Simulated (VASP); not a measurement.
Set up this calculation in VASP 6.6.1, as the native input.

* Task: single point
* Functional: PBE
* Potentials or basis: VASP PAW PBE potentials, release 64 (Al, Pt)
* Cutoff: 520 eV
* k mesh: 9 × 9 × 9
* Occupations: fermi-dirac, width 0.05 eV
* Spin: no spin polarisation
* Dipole correction: no
* Further INCAR settings: ALGO = Normal; EDIFF = 1e-06; NBANDS = 15

The structure of Al2Pt lies in POSCAR:

```
Al2Pt
1.0
    0.0000000000      2.9550000000      2.9550000000
    2.9550000000      0.0000000000      2.9550000000
    2.9550000000      2.9550000000      0.0000000000
Al Pt
2 1
Direct
    0.1975000000      0.1975000000      0.1975000000
    0.7500000000      0.7500000000      0.7500000000
    0.0525000000      0.0525000000      0.0525000000
```

This cell differs from its parent crystal: shortest bond scaled by 0.58.

The input as run:

INCAR

```
PREC = Accurate ; ENCUT = 520
EDIFF = 1E-6 ; ISMEAR = -1
SIGMA = 0.05 ; LREAL = F
LASPH = T ; NELM = 60
ALGO = Normal ; ISIF = 2
LWAVE = F ; LCHARG = F
GGA = PE ; NBANDS = 15
```

KPOINTS

```
regular mesh
0
Gamma
  9 9 9
```

Potentials or basis: VASP PAW PBE potentials, release 64 (Al, Pt).

Command:

```sh
$ cat potpaw_PBE.64/Al/POTCAR potpaw_PBE.64/Pt/POTCAR > POTCAR
$ mpirun -np 1 vasp_std > vasp.out
```

Results of the run:

```json
{"Pressure": "82.8 GPa", "Largest force": "50.253 eV/Å", "Band gap on the k mesh": "zero (band 8 reaches 11.27 eV, above the bottom of band 9 at 6.78 eV)"}
```

Caveat: the cell differs from its parent crystal (shortest bond scaled by 0.58); spin-orbit coupling is left out, which moves the levels of the heavy elements; forces of over 1 eV/Å act on the atoms, so gaps and moduli don't describe the material at rest.

Wall time 29 s on 1 thread of AMD EPYC 9R45 96-Core Processor (Zen 5) (shared host), peak memory 0.19 GiB.
